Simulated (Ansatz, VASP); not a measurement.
# Two plane-wave programs on ZrAlPd3

```
CELL_PARAMETERS angstrom
4.50371 0.00000 0.00000
0.00000 4.50371 0.00000
0.00000 0.00000 4.50371
ATOMIC_POSITIONS crystal
Zr 0.00000 0.00000 0.00000
Al 0.50000 0.50000 0.50000
Pd 0.00000 0.50000 0.50000
Pd 0.50000 0.00000 0.50000
Pd 0.50000 0.50000 0.00000
```

Alike in both runs: functional r2SCAN; k mesh 8 × 8 × 8; occupations gaussian, width 0.1 eV; no spin polarisation.

Ansatz relaxed the structure, and its values are those at the end. VASP's run is a single point on that final structure, the one shown.

```csv
,VASP,Ansatz
version,VASP 6.6.1,Ansatz 0.2.0
potentials or method,"VASP PAW PBE potentials, release 64 (Zr_sv, Al, Pd), cutoff 520 eV","scalar-relativistic, plane waves, PAW"
valence electrons in the cell,45,69
```

```csv
,VASP,Ansatz,Ansatz less VASP
gap on the k mesh at the Fermi level (eV),none,none,-
pressure (GPa),0.2,0.0,-0.20
```

VASP's potentials were made for PBE, not for r2SCAN. A gap of «none» marks a metal or a gap that the smearing closes. VASP's potentials hold 45 valence electrons a cell and Ansatz's 69, so a difference there can come from the potentials and not from the codes.
